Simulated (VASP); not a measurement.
Here is a VASP 6.6.1 calculation.

INCAR

```
SYSTEM = La
  ALGO = Normal
  EDIFF = 1E-6
  ENCUT = 500
  GGA = PE
  GGA_COMPAT = .FALSE.
  ISIF = 2
  ISMEAR = -1
  LASPH = .TRUE.
  LCHARG = .FALSE.
  LMAXMIX = 6
  LREAL = .FALSE.
  LWAVE = .FALSE.
  NBANDS = 24
  NELM = 200
  PREC = Accurate
  SIGMA = 0.08
```

File KPOINTS:

```
k-points
0
G
  7 7 9
  0 0 0
```

The input POSCAR:

```
La
1.0
    4.5349061875      0.0000000000      0.0000000000
   -2.2674530937      3.9273439621      0.0000000000
    0.0000000000      0.0000000000      2.6937669229
La
3
Direct
    0.0000000000      0.0000000000      0.0000000000
    0.3333333333      0.6666666667      0.5000000000
    0.6666666667      0.3333333333      0.5000000000
```

Potentials or basis: VASP PAW PBE potentials, release 64 (La).

The run is started by

```bash
$ cat potpaw_PBE.64/La/POTCAR > POTCAR
$ mpirun -np 1 vasp_std > vasp.out
```

Task: Estimate the pressure.

Result: 114.8 GPa.

Task: Predict the band gap on the k mesh.

Result: Zero (an odd number of electrons rules out a gap without spin polarisation).

Caveat: the cell stands under pressure; spin-orbit coupling is left out, which moves the levels of the heavy elements.
